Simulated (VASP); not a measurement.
# Li3HSe (Pm-3m) in VASP: a series of runs

Runs on Li3HSe. Level: LDA. Tasks: single point, relaxation of cell and atoms.

Program: VASP 6.6.1. These are calculated values, not measurements. Logs are shortened: lines on timing, memory, paths and dates and some standing lists are left out, and cuts for length are marked.

### 1 The cell of the first run

It takes space group Pm-3m (No. 221, cubic). Conventional cell: a = 3.841 Å, b = 3.841 Å, c = 3.841 Å, α = 90.00°, β = 90.00°, γ = 90.00°. Li (site symmetry 4/mmm) has 2 H at 1.92 Å within 2.5 Å. H (site symmetry m-3m) has 6 Li at 1.92 Å within 2.5 Å. Se (site symmetry m-3m) has 12 Li at 2.72 Å and 8 H at 3.33 Å within 3.6 Å.

### 2 Single point, LDA

File INCAR:

```
PREC = Accurate ; ENCUT = 520
EDIFF = 1E-6 ; ISMEAR = 0
SIGMA = 0.02 ; LREAL = False
LASPH = True ; NELM = 100
ALGO = Normal ; ISIF = 2
LWAVE = False ; LCHARG = False
NBANDS = 16
```

File KPOINTS:

```
Automatic mesh
0
Gamma
  6 6 6
```

File POSCAR:

```
Li3HSe
1.0
    3.8412553361      0.0000000000      0.0000000000
    0.0000000000      3.8412553361      0.0000000000
    0.0000000000      0.0000000000      3.8412553361
Li H Se
3 1 1
Direct
    0.0000000000      0.5000000000      0.5000000000
    0.5000000000      0.0000000000      0.5000000000
    0.5000000000      0.5000000000      0.0000000000
    0.5000000000      0.5000000000      0.5000000000
    0.0000000000      0.0000000000      0.0000000000
```

Potentials or basis: VASP PAW LDA potentials, release 64 (Li_sv, H, Se).

On the command line:

```bash
> cat potpaw_LDA.64/Li_sv/POTCAR potpaw_LDA.64/H/POTCAR potpaw_LDA.64/Se/POTCAR > POTCAR
> mpirun -np 1 vasp_std > vasp.out
```

OUTCAR:

```text
PREC = Accurate
   ENCUT = 520
   EDIFF = 1E-6
   ISMEAR = 0
   LREAL = False
   LASPH = True
   NELM = 100
   ISIF = 2

 ion  position               nearest neighbor table
   1  0.000  0.500  0.500-
   2  0.500  0.000  0.500-
   3  0.500  0.500  0.000-
   4  0.500  0.500  0.500-
   5  0.000  0.000  0.000-

  LATTYP: Found a simple cubic cell.
 ALAT       =     3.8412553361

  Lattice vectors:

 A1 = (   3.8412553361,   0.0000000000,   0.0000000000)
 A2 = (   0.0000000000,   3.8412553361,   0.0000000000)
 A3 = (   0.0000000000,   0.0000000000,   3.8412553361)

Analysis of symmetry for initial positions (statically):
=====================================================================
 Subroutine PRICEL returns:
 Original cell was already a primitive cell.

 Routine SETGRP: Setting up the symmetry group for a
 simple cubic supercell.

 Subroutine GETGRP returns: Found 48 space group operations
 (whereof 48 operations were pure point group operations)
 out of a pool of 48 trial point group operations.

The static configuration has the point symmetry O_h .

Analysis of symmetry for dynamics (positions and initial velocities):
=====================================================================
 Subroutine PRICEL returns:
 Original cell was already a primitive cell.

 Routine SETGRP: Setting up the symmetry group for a
 simple cubic supercell.

 Subroutine GETGRP returns: Found 48 space group operations
 (whereof 48 operations were pure point group operations)
 out of a pool of 48 trial point group operations.

The dynamic configuration has the point symmetry O_h .

 Subroutine INISYM returns: Found 48 space group operations
 (whereof 48 operations are pure point group operations),
 and found     1 'primitive' translations

----------------------------------------------------------------------------------------

                                     Primitive cell

  volume of cell :      56.6787

  direct lattice vectors                    reciprocal lattice vectors
     3.841255336  0.000000000  0.000000000     0.260331562  0.000000000  0.000000000
     0.000000000  3.841255336  0.000000000     0.000000000  0.260331562  0.000000000
     0.000000000  0.000000000  3.841255336     0.000000000  0.000000000  0.260331562

  length of vectors
     3.841255336  3.841255336  3.841255336     0.260331562  0.260331562  0.260331562

  position of ions in fractional coordinates (direct lattice)
     0.000000000  0.500000000  0.500000000
     0.500000000  0.000000000  0.500000000
     0.500000000  0.500000000  0.000000000
     0.500000000  0.500000000  0.500000000
     0.000000000  0.000000000  0.000000000

  ion indices of the primitive-cell ions
   primitive index   ion index
                 1           1
                 2           2
                 3           3
                 4           4
                 5           5

----------------------------------------------------------------------------------------

 KPOINTS: Automatic mesh

Automatic generation of k-mesh.
 Grid dimensions read from file:
 generate k-points for:    6    6    6

 Generating k-lattice:

  Cartesian coordinates                     Fractional coordinates (reciprocal lattice)
     0.043388594  0.000000000  0.000000000     0.166666667  0.000000000  0.000000000
     0.000000000  0.043388594  0.000000000     0.000000000  0.166666667  0.000000000
     0.000000000  0.000000000  0.043388594     0.000000000  0.000000000  0.166666667

  Length of vectors
     0.043388594  0.043388594  0.043388594

  Shift w.r.t. Gamma in fractional coordinates (k-lattice)
     0.000000000  0.000000000  0.000000000

 Subroutine IBZKPT returns following result:
 ===========================================

 Found     20 irreducible k-points:

 Following reciprocal coordinates:
            Coordinates               Weight
  0.000000  0.000000  0.000000      1.000000
  0.166667  0.000000  0.000000      6.000000
  0.333333  0.000000  0.000000      6.000000
  0.500000  0.000000  0.000000      3.000000
  0.166667  0.166667  0.000000     12.000000
  0.333333  0.166667  0.000000     24.000000
[... 12 lines left out ...]
  0.500000  0.500000  0.333333      6.000000
  0.500000  0.500000  0.500000      1.000000
   k-points           NKPTS =     20   k-points in BZ     NKDIM =     20   number of bands    NBANDS=     16
   number of dos      NEDOS =    301   number of ions     NIONS =      5
   total plane-waves  NPLWV =  27000
   dimension x,y,z NGX =    30 NGY =   30 NGZ =   30
   dimension x,y,z NGXF=    60 NGYF=   60 NGZF=   60
   ions per type =               3   1   1
   NGX,Y,Z   is equivalent  to a cutoff of  12.98, 12.98, 12.98 a.u.
   NGXF,Y,Z  is equivalent  to a cutoff of  25.97, 25.97, 25.97 a.u.
 SYSTEM =  unknown system
   PREC   = accura    normal or accurate (medium, high low for compatibility)
   ISTART =      0    job   : 0-new  1-cont  2-samecut
   ICHARG =      2    charge: 1-file 2-atom 10-const
   ISPIN  =      1    spin polarized calculation?
   LNONCOLLINEAR =      F non collinear calculations
   LSORBIT =      F    spin-orbit coupling
   LASPH  =      T    aspherical Exc in radial PAW
   ENCUT  =  520.0 eV  38.22 Ry    6.18 a.u.   7.14  7.14  7.14*2*pi/ulx,y,z
   NELM   =    100;   NELMIN=  2; NELMDL= -5     # of ELM steps
   EDIFF  = 0.1E-05   stopping-criterion for ELM
   LREAL  =      F    real-space projection
   EDIFFG = 0.1E-04   stopping-criterion for IOM
   NSW    =      0    number of steps for IOM
   IBRION =     -1    ionic relax: 0-MD 1-quasi-New 2-CG
   NFREE  =      0    steps in history (QN), initial steepest desc. (CG)
   ISIF   =      2    stress and relaxation
   ISYM   =      2    0-nonsym 1-usesym 2-fastsym
   POTIM  = 0.5000    time-step for ionic-motion
   TEBEG  =    0.0;   TEEND  =   0.0 temperature during run
   PSTRESS=    0.0 pullay stress
   NELECT =      16.0000    total number of electrons
   NUPDOWN=      -1.0000    fix difference up-down
   EMIN   =  10.00;   EMAX   =-10.00  energy-range for DOS
   EFERMI =   0.00;   METHOD = LEGACY
   ISMEAR =     0;   SIGMA  =   0.02  broadening in eV -4-tet -1-fermi 0-gaus
   EFERMI_NEDOS =   21; number of points for ismear=-14 and -15
   IALGO  =     38    algorithm
   IMIX   =      4    mixing-type and parameters
     AMIX     =   0.40;   BMIX     =  1.00
     AMIX_MAG =   1.60;   BMIX_MAG =  1.00
  volume/ion in A,a.u.               =      11.34        76.50
  Fermi-wavevector in a.u.,A,eV,Ry     =   1.073928  2.029429 15.691876  1.153320
  Thomas-Fermi vector in A             =   2.209741
   LORBIT       =      0    0 simple, 1 ext, 2 COOP (PROOUT), +10 PAW based schemes
   GGA     = CA    functional components
   LHFCALC =     F    Hartree Fock is set to
   AEXX    =    0.0000 exact exchange contribution
   IVDW    =     0    specifies the selected vdW correction
   LEPSILON=     F    determine dielectric tensor
   LRPA    =     F    only Hartree local field effects (RPA)
 non-spin polarized calculation
 Gauss-broadening in eV      SIGMA  =   0.02
  energy-cutoff  :      520.00
  volume of cell :       56.68
 maximum number of plane-waves:      1568
 NGX is ok and might be reduce to    30
   NGX = 15   NGY = 15   NGZ = 15

 number of electron      16.0000009 magnetization

 Free energy of the ion-electron system (eV)
  ---------------------------------------------------
  ext. energy  EPLUGINS =         0.00000000
  ---------------------------------------------------
  free energy    TOTEN  =       -18.63332655 eV

  energy without entropy =      -18.63332655  energy(sigma->0) =      -18.63332655

 E-fermi :   2.9019     XC(G=0):  -9.5290

 val. band max:        2.6620160242   @ k =   0.5000   0.5000   0.0000
 cond. band min:       6.2854880894   @ k =   0.5000   0.0000   0.0000
 fundamental gap:      3.6234720652
 Fermi energy:         2.9018903337

 k-point     1 :       0.0000    0.0000    0.0000
  band No.  band energies     occupation
      1     -41.4870      2.00000
      2     -41.4083      2.00000
      3     -41.4083      2.00000
      4      -9.4897      2.00000
      5      -0.0975      2.00000
      6       1.2374      2.00000
[... 8 lines left out ...]
     15      13.7887      0.00000
     16      13.7887      0.00000

 k-point     2 :       0.1667    0.0000    0.0000
  band No.  band energies     occupation
      1     -41.4821      2.00000
      2     -41.4127      2.00000
      3     -41.4081      2.00000
      4      -9.4162      2.00000
      5      -0.8436      2.00000
      6       1.4047      2.00000
[... 8 lines left out ...]
     15      12.7015      0.00000
     16      12.7015      0.00000

 k-point     3 :       0.3333    0.0000    0.0000
  band No.  band energies     occupation
      1     -41.4698      2.00000
      2     -41.4244      2.00000
      3     -41.4080      2.00000
      4      -9.2577      2.00000
      5      -1.8445      2.00000
      6       1.8038      2.00000
[... 8 lines left out ...]
     15      12.8933      0.00000
     16      14.8361      0.00000

 k-point     4 :       0.5000    0.0000    0.0000
  band No.  band energies     occupation
      1     -41.4600      2.00000
      2     -41.4337      2.00000
      3     -41.4078      2.00000
      4      -9.1717      2.00000
      5      -2.2551      2.00000
      6       2.0533      2.00000
[... 8 lines left out ...]
     15      15.3651      0.00000
     16      15.3654      0.00000
[... 248 lines left out ...]
 k-point    18 :       0.5000    0.3333    0.3333
  band No.  band energies     occupation
      1     -41.4394      2.00000
      2     -41.4329      2.00000
      3     -41.4264      2.00000
      4      -8.6331      2.00000
      5      -1.2795      2.00000
      6      -0.2260      2.00000
[... 8 lines left out ...]
     15      15.3209      0.00000
     16      16.6085      0.00000

 k-point    19 :       0.5000    0.5000    0.3333
  band No.  band energies     occupation
      1     -41.4328      2.00000
      2     -41.4328      2.00000
      3     -41.4328      2.00000
      4      -8.5253      2.00000
      5      -1.0288      2.00000
      6      -0.5212      2.00000
[... 8 lines left out ...]
     15      15.1109      0.00000
     16      17.9114      0.00000

 k-point    20 :       0.5000    0.5000    0.5000
  band No.  band energies     occupation
      1     -41.4327      2.00000
      2     -41.4327      2.00000
      3     -41.4327      2.00000
      4      -8.4109      2.00000
      5      -1.0299      2.00000
      6      -0.4740      2.00000
[... 8 lines left out ...]
     15      16.6408      0.00000
     16      19.1605      0.00000

------------------------ aborting loop because EDIFF is reached ----------------------------------------

  FORCE on cell =-STRESS in cart. coord.  units (eV):
  Direction    XX          YY          ZZ          XY          YZ          ZX
  --------------------------------------------------------------------------------------
  -------------------------------------------------------------------------------------
  Total       -0.0259819     -0.0259819     -0.0259819      0.0000000      0.0000000      0.0000000
  in kB       -0.7344484     -0.7344484     -0.7344484      0.0000000      0.0000000      0.0000000
  external PRESSURE =      -0.7344484 kB  Pullay stress =       0.0000000 kB

 VOLUME and BASIS-vectors are now :
 -----------------------------------------------------------------------------
  energy-cutoff  :      520.00
  volume of cell :       56.68
      direct lattice vectors                 reciprocal lattice vectors
     3.841255336  0.000000000  0.000000000     0.260331562  0.000000000  0.000000000
     0.000000000  3.841255336  0.000000000     0.000000000  0.260331562  0.000000000
     0.000000000  0.000000000  3.841255336     0.000000000  0.000000000  0.260331562

 POSITION                                       TOTAL-FORCE (eV/Angst)
 -----------------------------------------------------------------------------------
      0.00000      1.92063      1.92063         0.000000      0.000000      0.000000
      1.92063      0.00000      1.92063         0.000000      0.000000      0.000000
      1.92063      1.92063      0.00000         0.000000      0.000000      0.000000
      1.92063      1.92063      1.92063         0.000000      0.000000      0.000000
      0.00000      0.00000      0.00000         0.000000      0.000000      0.000000
 -----------------------------------------------------------------------------------
    total drift:                                0.000000      0.000000     -0.000000

  FREE ENERGIE OF THE ION-ELECTRON SYSTEM (eV)
  ---------------------------------------------------
  free  energy   TOTEN  =       -18.6333265504 eV

  energy  without entropy=      -18.6333265504  energy(sigma->0) =      -18.63332655
```

Wall time 7.9 s (1 thread of Intel Xeon 6975P-C (Granite Rapids), shared host); peak memory 0.15 GiB.

What came out:

* Free energy: -18.6333 eV
* Band gap on the k mesh: 3.62 eV, indirect (least direct gap 4.20 eV)

Caveat: the cutoff is under 1.25 times the usual one of these potentials, so pressure, stress and relaxed cells hold a basis-set (Pulay) error.

### 3 Relaxation of cell and atoms, LDA

This run uses another cell than the first one, of 12.27 Å³/atom, 1.083 times its volume.

File INCAR:

```
ALGO = Normal ; EDIFF = 1E-6
EDIFFG = -0.005 ; ENCUT = 600
IBRION = 2 ; ISIF = 3
ISMEAR = 0 ; LASPH = T
LCHARG = F ; LREAL = F
LWAVE = F ; NELM = 60
NSW = 70 ; PREC = Accurate
SIGMA = 0.02
```

File KPOINTS:

```
k-points
0
Gamma
  6 6 6
```

Changes to POSCAR since step 2:

```diff
@@ -2,5 +2,5 @@
 1.0
-    3.8412553361      0.0000000000      0.0000000000
-    0.0000000000      3.8412553361      0.0000000000
-    0.0000000000      0.0000000000      3.8412553361
+    3.9443860828      0.0000000000      0.0000000000
+    0.0000000000      3.9443860828      0.0000000000
+    0.0000000000      0.0000000000      3.9443860828
 Li H Se
```

Potentials or basis: VASP PAW LDA potentials, release 64 (Li_sv, H, Se).

On the command line:

```bash
> cat potpaw_LDA.64/Li_sv/POTCAR potpaw_LDA.64/H/POTCAR potpaw_LDA.64/Se/POTCAR > POTCAR
> mpirun -np 1 vasp_std > vasp.out
```

It took 15 s on 1 thread of Intel Xeon 6975P-C (Granite Rapids), shared host; peak memory 0.16 GiB.

Results (log left out):

* Free energy: -18.6377 eV
* Relaxed volume: 11.29 Å³/atom
* Relaxed cell: a = 3.837 Å, b = 3.837 Å, c = 3.837 Å, α = 90.00°, β = 90.00°, γ = 90.00°
* Space group after relaxing (to 0.05 Å): Pm-3m (No. 221)
* Energy gained by relaxing: 10.5 meV/atom
* Ionic steps: 4
* Pressure after relaxing: 0.0 GPa
* Band gap on the k mesh: 3.64 eV, indirect (least direct gap 4.21 eV)

The path:
| step | energy change (eV) | largest force (eV/Å) | pressure (GPa) | volume (Å³) |
| --- | --- | --- | --- | --- |
| 1 | 0.0000 | 0.0000 | -3.23 | 61.37 |
| 2 | -0.0354 | 0.0000 | -1.96 | 59.20 |
| 3 | -0.0524 | 0.0000 | -0.23 | 56.77 |
| 4 | -0.0526 | 0.0000 | 0.03 | 56.47 |

Final structure:
```xyz
5
Lattice="3.8366 0.0000 0.0000 0.0000 3.8366 0.0000 0.0000 0.0000 3.8366" Properties=species:S:1:pos:R:3 pbc="T T T"
Li    0.0000    1.9183    1.9183
Li    1.9183    0.0000    1.9183
Li    1.9183    1.9183    0.0000
H     1.9183    1.9183    1.9183
Se    0.0000    0.0000    0.0000
```

Levels at points of the mesh, in eV from the valence-band top:
| k point | band 4 | band 5 | band 6 | band 7 | band 8 | band 9 | band 10 | band 11 | band 12 |
| --- | --- | --- | --- | --- | --- | --- | --- | --- | --- |
| (0.00, 0.00, 0.00) | -12.17 | -2.76 | -1.43 | -1.43 | -1.43 | 5.76 | 5.76 | 7.01 | 7.01 |
| (0.50, 0.00, 0.00) | -11.85 | -4.93 | -0.61 | -0.61 | -0.58 | 3.64 | 4.26 | 4.26 | 5.06 |
| (0.50, 0.50, 0.00) | -11.50 | -3.70 | -3.33 | -3.33 | 0.00 | 4.28 | 6.60 | 6.60 | 6.87 |
| (0.50, 0.50, 0.50) | -11.08 | -3.70 | -3.15 | -3.15 | -3.15 | 4.26 | 4.26 | 4.26 | 10.91 |

Caveat: the cutoff is under 1.25 times the usual one of these potentials, so pressure, stress and relaxed cells hold a basis-set (Pulay) error.
